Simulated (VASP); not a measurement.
Crystal: HfO3.

```
CELL_PARAMETERS angstrom
3.54368 0.00000 0.00000
0.00000 3.54368 0.00000
0.00000 0.00000 3.50725
ATOMIC_POSITIONS crystal
Hf 0.00000 0.00000 0.00000
O 0.00000 0.50000 0.50000
O 0.50000 0.00000 0.50000
O 0.50000 0.50000 0.00000
```

- Program: VASP 6.6.1
- Task: relaxation of cell and atoms
- Functional: PBE
- Potentials or basis: VASP PAW PBE potentials, release 64 (Hf_pv, O)
- Cutoff: 600 eV
- k mesh: 6 × 6 × 6
- Occupations: gaussian, width 0.1 eV
- Spin: no spin polarisation

At the start: pressure -31.8 GPa; volume 11.01 Å³/atom.

**Question.** How do energy, volume and symmetry change on relaxing?

**Answer.** Over 5 steps the energy falls by 234.1 meV/atom and the volume is 9.03 Å³/atom (-18.0 %); space group Pm-3m (No. 221, to 0.05 Å).

The path:
```tsv
step	energy change (eV)	largest force (eV/Å)	pressure (GPa)	volume (Å³)
1	0.0000	0.0000	-31.77	44.04
2	-0.3517	0.0000	45.81	31.54
3	-0.9355	0.0000	-0.87	36.28
4	-0.9359	0.0000	0.16	36.13
5	-0.9365	0.0000	0.15	36.13
```

Final structure:
```xyz
4
Lattice="3.3108 0.0000 0.0000 0.0000 3.3108 0.0000 0.0000 0.0000 3.2964" Properties=species:S:1:pos:R:3 pbc="T T T"
Hf    0.0000    0.0000    0.0000
O     0.0000    1.6554    1.6482
O     1.6554    0.0000    1.6482
O     1.6554    1.6554    3.2964
```

Caveat: the volume moved by over 15 % at a fixed basis, so the end points are rough.
